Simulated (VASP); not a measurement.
# Al2C (P-3m1) in VASP: a series of runs

Runs on Al2C. Level: PBE. Tasks: single point, relaxation of cell and atoms.

All numbers are computed with VASP 6.6.1; they aren't measurements. Logs are shortened: lines on timing, memory, paths and dates and some standing lists are left out, and cuts for length are marked.

### 1 The cell of the first run

Symmetry: P-3m1, No. 164, trigonal system. Conventional cell: a = 3.104 Å, b = 3.104 Å, c = 4.448 Å, α = 90.00°, β = 90.00°, γ = 120.00°. Al (site symmetry 3m) has 3 C at 2.07 Å within 2.7 Å. Within 2.7 Å of C (site symmetry -3m) lie 6 Al at 2.07 Å.

### 2 Single point, PBE

The input, INCAR:

```
SYSTEM = Al2C
PREC = Accurate ; ENCUT = 520
EDIFF = 1E-6 ; ISMEAR = 0
SIGMA = 0.1 ; LREAL = .False.
LASPH = .True. ; NELM = 100
ALGO = Normal ; ISIF = 2
LWAVE = .False. ; LCHARG = .False.
GGA = PE ; NBANDS = 12
```

The input, KPOINTS:

```
Automatic mesh
0
Gamma
  6 6 4
  0 0 0
```

The input, POSCAR:

```
Al2C
1.0
    3.1035752630      0.0000000000      0.0000000000
   -1.5517876315      2.6877750203      0.0000000000
    0.0000000000      0.0000000000      4.4484682338
Al C
2 1
Direct
    0.3333333333      0.6666666667      0.2340608211
    0.6666666667      0.3333333333      0.7659391789
    0.0000000000      0.0000000000      0.0000000000
```

Potentials or basis: VASP PAW PBE potentials, release 64 (Al, C).

Started as:

```bash
cat potpaw_PBE.64/Al/POTCAR potpaw_PBE.64/C/POTCAR > POTCAR
mpirun -np 1 vasp_std > vasp.out
```

OUTCAR:

```text
SYSTEM = Al2C
   PREC = Accurate
   ENCUT = 520
   EDIFF = 1E-6
   ISMEAR = 0
   LREAL = .False.
   LASPH = .True.
   NELM = 100
   ISIF = 2
   GGA = PE

 ion  position               nearest neighbor table
   1  0.333  0.667  0.234-   3 2.07   3 2.07   3 2.07   2 2.75   2 2.75   2 2.75   2 2.97   2 2.97
                             2 2.97
   2  0.667  0.333  0.766-   3 2.07   3 2.07   3 2.07   1 2.75   1 2.75   1 2.75   1 2.97   1 2.97
                             1 2.97
   3  0.000  0.000  0.000-   1 2.07   2 2.07   1 2.07   2 2.07   2 2.07   1 2.07

  LATTYP: Found a hexagonal cell.
 ALAT       =     3.1035752630
 C/A-ratio  =     1.4333366704

  Lattice vectors:

 A1 = (   3.1035752630,   0.0000000000,   0.0000000000)
 A2 = (  -1.5517876315,   2.6877750203,   0.0000000000)
 A3 = (   0.0000000000,   0.0000000000,   4.4484682338)

Analysis of symmetry for initial positions (statically):
=====================================================================
 Subroutine PRICEL returns:
 Original cell was already a primitive cell.

 Routine SETGRP: Setting up the symmetry group for a
 hexagonal supercell.

 Subroutine GETGRP returns: Found 12 space group operations
 (whereof 12 operations were pure point group operations)
 out of a pool of 24 trial point group operations.

The static configuration has the point symmetry D_3d.

Analysis of symmetry for dynamics (positions and initial velocities):
=====================================================================
 Subroutine PRICEL returns:
 Original cell was already a primitive cell.

 Routine SETGRP: Setting up the symmetry group for a
 hexagonal supercell.

 Subroutine GETGRP returns: Found 12 space group operations
 (whereof 12 operations were pure point group operations)
 out of a pool of 24 trial point group operations.

The dynamic configuration has the point symmetry D_3d.

 Subroutine INISYM returns: Found 12 space group operations
 (whereof 12 operations are pure point group operations),
 and found     1 'primitive' translations

----------------------------------------------------------------------------------------

                                     Primitive cell

  volume of cell :      37.1078

  direct lattice vectors                    reciprocal lattice vectors
     3.103575263  0.000000000  0.000000000     0.322209038  0.186027475  0.000000000
    -1.551787632  2.687775020  0.000000000     0.000000000  0.372054950  0.000000000
     0.000000000  0.000000000  4.448468234     0.000000000  0.000000000  0.224796480
[... 97 lines left out ...]
   NUPDOWN=      -1.0000    fix difference up-down
   EMIN   =  10.00;   EMAX   =-10.00  energy-range for DOS
   EFERMI =   0.00;   METHOD = LEGACY
   ISMEAR =     0;   SIGMA  =   0.10  broadening in eV -4-tet -1-fermi 0-gaus
   EFERMI_NEDOS =   21; number of points for ismear=-14 and -15
   IALGO  =     38    algorithm
   IMIX   =      4    mixing-type and parameters
     AMIX     =   0.40;   BMIX     =  1.00
     AMIX_MAG =   1.60;   BMIX_MAG =  1.00
  volume/ion in A,a.u.               =      12.37        83.47
  Fermi-wavevector in a.u.,A,eV,Ry     =   1.057433  1.998259 15.213558  1.118165
  Thomas-Fermi vector in A             =   2.192706
   LORBIT       =      0    0 simple, 1 ext, 2 COOP (PROOUT), +10 PAW based schemes
   GGA     = PE    functional components
   LHFCALC =     F    Hartree Fock is set to
   AEXX    =    0.0000 exact exchange contribution
   IVDW    =     0    specifies the selected vdW correction
   LEPSILON=     F    determine dielectric tensor
   LRPA    =     F    only Hartree local field effects (RPA)
 non-spin polarized calculation
 Gauss-broadening in eV      SIGMA  =   0.10
  energy-cutoff  :      520.00
  volume of cell :       37.11
 maximum number of plane-waves:      1008
 NGX is ok and might be reduce to    24
   NGX = 11   NGY = 11   NGZ = 17

 number of electron      10.0000000 magnetization

 Free energy of the ion-electron system (eV)
  ---------------------------------------------------
  ext. energy  EPLUGINS =         0.00000000
  ---------------------------------------------------
  free energy    TOTEN  =       -16.73723676 eV

  energy without entropy =      -16.73714240  energy(sigma->0) =      -16.73718958

 E-fermi :   8.2482     XC(G=0): -10.7295

 val. band max:        8.0503537233   @ k =   0.1667   0.1667   0.5000
 cond. band min:       8.4433792116   @ k =   0.0000   0.0000   0.5000
 fundamental gap:      0.3930254883
 Fermi energy:         8.2482283246

 k-point     1 :       0.0000    0.0000    0.0000
  band No.  band energies     occupation
      1      -6.0750      2.00000
      2       2.4766      2.00000
      3       2.8092      2.00000
      4       7.5060      2.00000
      5       7.5060      2.00000
      6      13.8882      0.00000
      7      15.1280      0.00000
      8      15.1280      0.00000
      9      15.8318      0.00000
     10      19.3850      0.00000
     11      21.2011      0.00000
     12      21.2084      0.00000
[... 331 lines left out ...]
 k-point    24 :       0.3333    0.3333    0.5000
  band No.  band energies     occupation
      1      -2.2883      2.00000
      2       1.9504      2.00000
      3       1.9504      2.00000
      4       4.1492      2.00000
      5       6.4003      2.00000
      6       6.4003      2.00000
      7      13.3685      0.00000
      8      16.3347      0.00000
      9      16.3347      0.00000
     10      17.8257      0.00000
     11      19.1496      0.00000
     12      19.1496      0.00000

------------------------ aborting loop because EDIFF is reached ----------------------------------------

  FORCE on cell =-STRESS in cart. coord.  units (eV):
  Direction    XX          YY          ZZ          XY          YZ          ZX
  --------------------------------------------------------------------------------------
  -------------------------------------------------------------------------------------
  Total       -0.0297805     -0.0297805      0.0084706      0.0000000      0.0000000      0.0000000
  in kB       -1.2858119     -1.2858119      0.3657275      0.0000000      0.0000000      0.0000000
  external PRESSURE =      -0.7352988 kB  Pullay stress =       0.0000000 kB

 VOLUME and BASIS-vectors are now :
 -----------------------------------------------------------------------------
  energy-cutoff  :      520.00
  volume of cell :       37.11
      direct lattice vectors                 reciprocal lattice vectors
     3.103575263  0.000000000  0.000000000     0.322209038  0.186027475  0.000000000
    -1.551787632  2.687775020  0.000000000     0.000000000  0.372054950  0.000000000
     0.000000000  0.000000000  4.448468234     0.000000000  0.000000000  0.224796480

 POSITION                                       TOTAL-FORCE (eV/Angst)
 -----------------------------------------------------------------------------------
     -0.00000      1.79185      1.04121         0.000000     -0.000000     -0.002633
      1.55179      0.89593      3.40726        -0.000000      0.000000      0.002633
      0.00000      0.00000      0.00000         0.000000      0.000000      0.000000
 -----------------------------------------------------------------------------------
    total drift:                               -0.000000     -0.000000     -0.000000

  FREE ENERGIE OF THE ION-ELECTRON SYSTEM (eV)
  ---------------------------------------------------
  free  energy   TOTEN  =       -16.7372367628 eV

  energy  without entropy=      -16.7371423976  energy(sigma->0) =      -16.73718958
```

It took 9.9 s on 1 thread of Intel Xeon Platinum 8488C (Sapphire Rapids), shared host; peak memory 0.15 GiB.

Results:

```
Free energy            : -16.7372 eV
Pressure               : -0.1 GPa
Band gap on the k mesh : zero (band 5 reaches 8.71 eV, above the bottom of band 6 at 6.40 eV)
```

Forces on the atoms (eV/Å):
```
Al   0.000  0.000 -0.003
Al   0.000  0.000  0.003
C    0.000  0.000  0.000
```

Caveat: the k points lie up to 0.39 Å⁻¹ apart.

### 3 Single point, PBE

This run uses another cell than the first one, of 12.88 Å³/atom, 1.041 times its volume.

The input, INCAR:

```
  PREC = Accurate
  ENCUT = 520
  EDIFF = 1E-7
  ISMEAR = 0
  SIGMA = 0.1
  LREAL = False
  LASPH = True
  NELM = 60
  ALGO = Normal
  ISIF = 2
  LWAVE = False
  LCHARG = True
  GGA = PE
  LELF = True
  LVHAR = True
  NBANDS = 12
```

The input, KPOINTS:

```
Automatic mesh
0
Gamma
  6 6 4
```

The input, POSCAR:

```
Al2C
1.0
    3.1808475000      0.0000000000      0.0000000000
   -1.5904237500      2.7546947400      0.0000000000
    0.0000000000      0.0000000000      4.4099800900
Al C
2 1
Direct
    0.3333333300      0.6666666700      0.2419167500
    0.6666666700      0.3333333300      0.7580832500
    0.0000000000      0.0000000000      0.0000000000
```

Potentials or basis: VASP PAW PBE potentials, release 64 (Al, C).

Started as:

```bash
cat potpaw_PBE.64/Al/POTCAR potpaw_PBE.64/C/POTCAR > POTCAR
mpirun -np 1 vasp_std > vasp.out
```

OUTCAR:

```text
PREC = Accurate
   ENCUT = 520
   EDIFF = 1E-7
   ISMEAR = 0
   LREAL = False
   LASPH = True
   NELM = 60
   ISIF = 2
   GGA = PE

 ion  position               nearest neighbor table
   1  0.333  0.667  0.242-   3 2.12   3 2.12   3 2.12   2 2.82   2 2.82   2 2.82   2 2.92   2 2.92
                             2 2.92
   2  0.667  0.333  0.758-   3 2.12   3 2.12   3 2.12   1 2.82   1 2.82   1 2.82   1 2.92   1 2.92
                             1 2.92
   3  0.000  0.000  0.000-   1 2.12   2 2.12   1 2.12   2 2.12   2 2.12   1 2.12

  LATTYP: Found a hexagonal cell.
[... 554 lines left out ...]
  Direction    XX          YY          ZZ          XY          YZ          ZX
  --------------------------------------------------------------------------------------
  -------------------------------------------------------------------------------------
  Total       -2.2797263     -2.2797263     -0.6040202      0.0000000      0.0000000      0.0000000
  in kB      -94.5236184    -94.5236183    -25.0443099      0.0000000      0.0000000      0.0000000
  external PRESSURE =     -71.3638489 kB  Pullay stress =       0.0000000 kB

 VOLUME and BASIS-vectors are now :
 -----------------------------------------------------------------------------
  energy-cutoff  :      520.00
  volume of cell :       38.64
      direct lattice vectors                 reciprocal lattice vectors
     3.180847500  0.000000000  0.000000000     0.314381623  0.181508315  0.000000000
    -1.590423750  2.754694740  0.000000000     0.000000000  0.363016630  0.000000000
     0.000000000  0.000000000  4.409980090     0.000000000  0.000000000  0.226758393

 POSITION                                       TOTAL-FORCE (eV/Angst)
 -----------------------------------------------------------------------------------
     -0.00000      1.83646      1.06685        -0.000000      0.000000     -0.839944
      1.59042      0.91823      3.34313         0.000000     -0.000000      0.839944
      0.00000      0.00000      0.00000         0.000000      0.000000      0.000000
 -----------------------------------------------------------------------------------
    total drift:                                0.000000      0.000000     -0.000000

  FREE ENERGIE OF THE ION-ELECTRON SYSTEM (eV)
  ---------------------------------------------------
  free  energy   TOTEN  =       -16.6513935665 eV

  energy  without entropy=      -16.6513859122  energy(sigma->0) =      -16.65138974
```

It took 8.5 s on 1 thread of Intel Xeon Platinum 8488C (Sapphire Rapids), shared host; peak memory 0.15 GiB.

What came out:

```
Free energy            : -16.6514 eV
Pressure               : -7.1 GPa
Largest force          : 0.840 eV/Å
Band gap on the k mesh : zero (band 5 reaches 8.30 eV, above the bottom of band 6 at 5.70 eV)
```

Forces in eV/Å, atoms in the order of the input:
```
Al   0.000  0.000 -0.840
Al   0.000  0.000  0.840
C    0.000  0.000  0.000
```

Caveat: the k points lie up to 0.38 Å⁻¹ apart.

### 4 Relaxation of cell and atoms, PBE

This run uses another cell than the first one, of 12.88 Å³/atom, 1.041 times its volume.

The input, INCAR:

```
SYSTEM = Al2C
PREC     = Accurate       ! precision mode
ENCUT    = 600            ! plane-wave cutoff, eV
EDIFF    = 1E-6           ! SCF threshold, eV
ISMEAR   = 0              ! smearing method
SIGMA    = 0.1            ! smearing width, eV
LREAL    = .False.        ! projectors in reciprocal space
LASPH    = .True.         ! aspherical terms in the spheres
NELM     = 60             ! most SCF steps
ALGO     = Normal         ! electronic algorithm
ISIF     = 3              ! what is computed and relaxed
LWAVE    = .False.        ! write WAVECAR
LCHARG   = .False.        ! write CHGCAR
GGA      = PE             ! functional
IBRION   = 2              ! ionic algorithm
NSW      = 90             ! ionic steps
EDIFFG   = -0.04          ! ionic threshold
```

The input, KPOINTS:

```
regular mesh
0
Gamma
  6 6 4
  0 0 0
```

POSCAR is that of step 3.

Started as:

```bash
cat potpaw_PBE.64/Al/POTCAR potpaw_PBE.64/C/POTCAR > POTCAR
mpirun -np 1 vasp_std > vasp.out
```

Run time: 34 s. Hardware: 1 thread of Intel Xeon Platinum 8488C (Sapphire Rapids), shared host; peak memory 0.17 GiB.

It converged, with:

| Property | Result |
| --- | --- |
| Free energy | -16.7391 eV |
| Relaxed volume | 12.36 Å³/atom |
| Relaxed cell | a = 3.102 Å, b = 3.102 Å, c = 4.449 Å, α = 90.00°, β = 90.00°, γ = 120.00° |
| Space group after relaxing (to 0.05 Å) | P-3m1 (No. 164) |
| Energy gained by relaxing | 29.0 meV/atom |
| Ionic steps | 6 |
| Pressure after relaxing | 0.0 GPa |
| Largest force after relaxing | 0.013 eV/Å |
| Band gap on the k mesh | zero (band 5 reaches 8.72 eV, above the bottom of band 6 at 6.41 eV) |

Forces in eV/Å, atoms in the order of the input:
```
Al   0.000  0.000  0.013
Al   0.000  0.000 -0.013
C    0.000  0.000  0.000
```

Stress tensor (GPa, compression positive):
```
-0.06  0.00  0.00
 0.00 -0.06  0.00
 0.00  0.00  0.04
```

The path:
```
step  energy change (eV)  largest force (eV/Å)  pressure (GPa)  volume (Å³)
   1              0.0000                0.8402           -7.21        38.64
   2             -0.0492                0.5022            7.15        35.48
   3             -0.0800                0.0566            1.05        36.63
   4             -0.0863                0.0924            0.39        36.89
   5             -0.0864                0.0984            0.31        36.93
   6             -0.0870                0.0135           -0.03        37.08
```

Final structure:
```
Al C
1.0
     3.10243    0.00000    0.00000
    -1.55122    2.68678    0.00000
     0.00000    0.00000    4.44881
Al C
2 1
Direct
  0.33333 0.66667 0.23392
  0.66667 0.33333 0.76608
  0.00000 0.00000 0.00000
```

Levels at points of the mesh, in eV from the Fermi level:
```
           k point  band 3  band 4  band 5  band 6  band 7  band 8
(0.00, 0.00, 0.00)   -5.44   -0.74   -0.74    5.65    6.89    6.89
(0.50, 0.00, 0.00)   -3.18   -2.50   -0.95   -0.75    1.85    3.70
(0.00, 0.00, 0.50)   -0.68   -0.68    0.19    3.66    6.18    7.67
(0.50, 0.00, 0.50)   -4.97   -3.51   -2.38    2.47    3.38    5.50
```

Caveat: the k points lie up to 0.39 Å⁻¹ apart in the final cell.

### 5 Overview

```tsv
task	cell	cutoff (eV)	gap on the mesh (eV)	pressure (GPa)	largest force (eV/Å)
single point	a = 3.104, b = 3.104, c = 4.448 Å, angles 90.0, 90.0, 120.0°, 3 atoms	520	none	-0.1	-
single point	a = 3.181, b = 3.181, c = 4.410 Å, angles 90.0, 90.0, 120.0°, 3 atoms	520	none	-7.1	0.84
relaxation of cell and atoms	relaxed from a = 3.181, b = 3.181, c = 4.410 Å, angles 90.0, 90.0, 120.0°, 3 atoms	600	none	0.0	0.01
```

Alike in all rows: level PBE; potentials or basis VASP PAW PBE potentials, release 64 (Al, C); no spin polarisation; k mesh 6 × 6 × 4; smearing gaussian 0.1 eV.

Caveats: all runs use coarse meshes.

Total energies depend on the potentials used, so only differences within one code and one set of settings carry meaning.
